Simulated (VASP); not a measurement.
Here is a VASP 6.6.1 calculation.

File INCAR:

```
ALGO = Normal
EDIFF = 1E-6
EDIFFG = -0.01
ENCUT = 600
GGA = PE
IBRION = 2
ISIF = 3
ISMEAR = 0
LASPH = True
LCHARG = False
LREAL = False
LWAVE = False
NELM = 80
NSW = 100
PREC = Accurate
SIGMA = 0.1
```

The input KPOINTS:

```
k-points
0
Gamma
  27 27 16
```

The input POSCAR:

```
Be
1.0
    2.2638933596      0.0000000000      0.0000000000
   -1.1319466798      1.9605891609      0.0000000000
    0.0000000000      0.0000000000      3.5500712201
Be
2
Direct
    0.3333333333      0.6666666667      0.2500000000
    0.6666666667      0.3333333333      0.7500000000
```

Potentials or basis: VASP PAW PBE potentials, release 64 (Be).

The run is started by

```bash
$ cat potpaw_PBE.64/Be/POTCAR > POTCAR
$ mpirun -np 1 vasp_std > vasp.out
```

(1) Predict the relaxed volume.

(2) Predict the space group after relaxing (to 0.05 Å).

(3) What does it give for the relaxed cell?

Answers

(1) 7.92 Å³/atom.

(2) P6_3/mmc (No. 194).

(3) a = 2.266 Å, b = 2.266 Å, c = 3.562 Å, α = 90.00°, β = 90.00°, γ = 120.00°.
